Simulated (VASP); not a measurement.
Wanted: the native input for a VASP 6.6.1 run.

| Quantity | Value |
| --- | --- |
| Task | single point |
| Functional | PBE0 |
| Potentials or basis | VASP PAW PBE potentials, release 64 (Hf_pv, O) |
| Cutoff | 520 eV |
| k mesh | 6 × 6 × 6 |
| Occupations | gaussian, width 0.01 eV |
| Spin | no spin polarisation |
| Dipole correction | no |
| Grid for exact exchange (PRECFOCK) | Normal |
| Further INCAR settings | ALGO = Normal; EDIFF = 1e-06; NBANDS = 18 |
| Share of exact exchange | 0.25 |

The system is HfO2.

```
CELL_PARAMETERS angstrom
0.00000 2.52918 2.52918
2.52918 0.00000 2.52918
2.52918 2.52918 0.00000
ATOMIC_POSITIONS crystal
Hf 0.00000 0.00000 0.00000
O 0.25000 0.25000 0.25000
O 0.75000 0.75000 0.75000
```

The input as run:

POSCAR

```
HfO2
1.0
    0.0000000000      2.5291823180      2.5291823180
    2.5291823180      0.0000000000      2.5291823180
    2.5291823180      2.5291823180      0.0000000000
Hf O
1 2
Direct
    0.0000000000      0.0000000000      0.0000000000
    0.2500000000      0.2500000000      0.2500000000
    0.7500000000      0.7500000000      0.7500000000
```

INCAR.step1

```
SYSTEM = HfO2
PREC = Accurate
ENCUT = 520
EDIFF = 1E-5
ISMEAR = 0
SIGMA = 0.01
LREAL = .False.
LASPH = .True.
NELM = 80
ALGO = Normal
ISIF = 2
LWAVE = .True.
LCHARG = .False.
GGA = PE
NBANDS = 18
```

INCAR.step2

```
SYSTEM = HfO2
PREC = Accurate
ENCUT = 520
EDIFF = 1E-6
ISMEAR = 0
SIGMA = 0.01
LREAL = .False.
LASPH = .True.
NELM = 80
ALGO = Normal
ISIF = 2
LWAVE = .False.
LCHARG = .False.
GGA = PE
LHFCALC = .True.
AEXX = 0.25
PRECFOCK = Normal
ISTART = 1
NBANDS = 18
```

KPOINTS

```
Automatic mesh
0
Gamma
  6 6 6
  0 0 0
```

Potentials or basis: VASP PAW PBE potentials, release 64 (Hf_pv, O).

Run with:

```sh
$ cat potpaw_PBE.64/Hf_pv/POTCAR potpaw_PBE.64/O/POTCAR > POTCAR
$ cp INCAR.step1 INCAR
$ mpirun -np 1 vasp_std > vasp.out
$ cp INCAR.step2 INCAR
$ mpirun -np 1 vasp_std > vasp.out
```

It gave:

The pressure is -5.2 GPa. The band gap on the k mesh is 6.12 eV.

Caveat: the cell stands under tension; the PAW data sets were made with another functional, which shifts forces and pressure a little; spin-orbit coupling is left out, which moves the levels of the heavy elements.

Wall time 54 min on 1 thread of Intel(R) Xeon(R) Platinum 8259CL CPU @ 2.50GHz (Skylake/Cascade Lake), on a shared host, peak memory 0.17 GiB.
